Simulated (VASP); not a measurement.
MoS2, 3 atoms in the cell. It takes space group R3m (No. 160, trigonal). The conventional cell has a = 3.054 Å, b = 3.054 Å, c = 19.170 Å, α = 90.00°, β = 90.00°, γ = 120.00°. Mo (site symmetry 3m) has 6 S at 2.43 Å and 6 Mo at 3.05 Å within 3.2 Å. S (site symmetry 3m) has 3 Mo at 2.43 Å and 6 S at 3.05 Å within 3.2 Å. Within 3.2 Å of S (site symmetry 3m) lie 3 Mo at 2.43 Å and 6 S at 3.05 Å.  This cell differs from its parent crystal: ratio of the length along z to the lengths across it x 1.1, volume and fractional coordinates fixed.

```yaml
Program: VASP 6.6.1
Task: single point
Functional: PBE
Dispersion: D3(BJ)
Potentials_or_basis: VASP PAW PBE potentials, release 64 (Mo_sv, S)
Cutoff: 520 eV
k_mesh: 12 × 12 × 12
Occupations: gaussian, width 0.05 eV
Spin: no spin polarisation
Dipole_correction: no
Further_INCAR_settings: ALGO = Normal; EDIFF = 1e-07; NBANDS = 20
```

Potentials or basis: VASP PAW PBE potentials, release 64 (Mo_sv, S).

The run is started by

```sh
$ cat potpaw_PBE.64/Mo_sv/POTCAR potpaw_PBE.64/S/POTCAR > POTCAR
$ mpirun -np 1 vasp_std > vasp.out
```

Hardware: 1 thread of Intel(R) Xeon(R) 6975P-C (Granite Rapids), with other jobs on the host.

**Question.** Estimate the wall time of this run.

**Answer.** Run time: 5.5 min on 1 thread of Intel(R) Xeon(R) 6975P-C (Granite Rapids), on a shared host, peak memory 0.44 GiB. Counts: scf iterations 15, k points 189.
